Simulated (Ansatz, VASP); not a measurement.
## Two plane-wave programs on P

```
P
1.0
     0.00000    2.70208    2.70208
     2.70208    0.00000    2.70208
     2.70208    2.70208    0.00000
P
2
Direct
  0.12500 0.12500 0.12500
  0.87500 0.87500 0.87500
```

Alike in both runs: task single point; functional PBE; k mesh 11 × 11 × 11; occupations fermi-dirac, width 0.1 eV; no spin polarisation.

|  | VASP | Ansatz |
| --- | --- | --- |
| version | VASP 6.6.1 | Ansatz 0.2.0 |
| potentials or method | VASP PAW PBE potentials, release 64 (P), cutoff 520 eV | plane waves (420 eV) with PAW, scalar-relativistic |
| valence electrons in the cell | 10 | 10 |

|  | VASP | Ansatz | Ansatz less VASP |
| --- | --- | --- | --- |
| pressure (GPa) | 1.9 | 2.0 | +0.14 |
